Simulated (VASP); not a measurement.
BP:

```
B P
1.0
     1.62228   -4.58112    0.00000
     1.62228    4.58112    0.00000
     0.00000    0.00000    3.94975
B P
2 2
Direct
  0.58500 0.41500 0.25000
  0.41500 0.58500 0.75000
  0.86000 0.14000 0.25000
  0.14000 0.86000 0.75000
```

The cell was built from a structure type or drawn by symmetry, and may not be a known phase.

* Program: VASP 6.6.1
* Task: relaxation of cell and atoms
* Functional: PBE
* Potentials or basis: VASP PAW PBE potentials, release 64 (B, P)
* Cutoff: 600 eV
* k mesh: 6 × 6 × 4
* Occupations: gaussian, width 0.1 eV
* Spin: no spin polarisation

At the start: pressure -24.1 GPa; volume 14.68 Å³/atom.

Task: How do energy, volume and symmetry change on relaxing?

Result: Over 56 steps the energy falls by 1015.7 meV/atom and the volume is 13.40 Å³/atom (-8.7 %); space group Cmcm (No. 63, to 0.1 Å) before and after.

The path:
```csv
step,energy change (eV),largest force (eV/Å),pressure (GPa),volume (Å³)
1,0.0000,0.3665,-24.11,58.71
3,-2.1379,0.6728,0.53,39.72
5,-2.4294,0.8175,9.02,37.64
7,-2.5916,1.0209,-2.05,40.29
9,-2.7647,1.1894,-5.74,42.10
11,-3.1536,3.0030,27.44,43.87
13,-3.4661,1.1049,11.98,43.41
15,-3.6161,1.5922,12.02,45.78
17,-3.8014,0.4173,-2.69,50.86
19,-3.8064,0.3330,-0.90,50.07
21,-3.8277,0.2137,-0.92,50.26
23,-3.8573,0.2641,-0.56,50.44
25,-3.9068,0.2413,-0.37,49.48
27,-3.9077,0.2074,-0.38,49.41
29,-3.9467,0.1775,0.60,47.96
31,-3.9503,0.1683,0.74,47.67
33,-3.9704,0.2279,0.69,47.33
35,-3.9852,0.3102,0.59,46.90
37,-3.9884,0.2761,0.71,46.94
39,-3.9975,0.1668,1.89,47.52
41,-4.0014,0.0859,1.00,47.67
43,-4.0052,0.1305,-0.25,48.36
45,-4.0142,0.1437,-0.54,49.57
47,-4.0212,0.1747,-0.19,49.86
49,-4.0416,0.2807,1.37,51.13
51,-4.0503,0.1932,0.91,51.96
53,-4.0601,0.0066,0.08,53.39
55,-4.0625,0.0601,-0.36,53.66
56,-4.0627,0.0278,-0.17,53.60
```

Final structure:
```
B P
1.0
     1.46204   -6.34505    0.00000
     1.46204    6.34505    0.00000
     0.00000    0.00000    2.88875
B P
2 2
Direct
  0.70115 0.29885 0.25000
  0.29885 0.70115 0.75000
  0.85607 0.14393 0.25000
  0.14393 0.85607 0.75000
```

Caveat: the k points lie up to 0.54 Å⁻¹ apart in the final cell, too coarse for converged energies and pressures of a metal; a cell axis changed by over 15 % at a fixed basis, so the end point is rough.
